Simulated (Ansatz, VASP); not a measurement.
## Li in VASP and in Ansatz

```
CELL_PARAMETERS angstrom
0.00000 2.93330 2.93330
2.93330 0.00000 2.93330
2.93330 2.93330 0.00000
ATOMIC_POSITIONS crystal
Li 0.78500 0.90500 0.90500
Li 0.21500 0.09500 0.09500
```

Change from the starting cell: shortest bond scaled by 0.76, PAW files.

Alike in both runs: task electric field gradients; functional r2SCAN; k mesh 9 × 9 × 9; occupations fermi-dirac, width 0.05 eV; no spin polarisation.

|  | VASP | Ansatz |
| --- | --- | --- |
| version | VASP 6.6.1 | Ansatz 0.2.0 |
| potentials or method | VASP PAW PBE potentials, release 64 (Li_sv) | PAW with Ansatz's default frozen-core files, scalar-relativistic |
| plane-wave cutoff (eV) | 520 | 500 |
| valence electrons in the cell | 6 | 6 |

```tsv
	VASP	Ansatz	Ansatz less VASP
rms of the force components (eV/Å)	0.894	0.924	+0.0307
size of Vzz on the site where it differs most (V/Å²)	3.1	3.3	+0.14
```

VASP's potentials were made for PBE, not for r2SCAN. Atom by atom the forces differ by 0.031 eV/Å (rms over components). The functional is the same, so the differences come from potentials, cutoffs and numerics.

Noted on VASP's run: the cutoff is short for stress, so the pressure is rough.
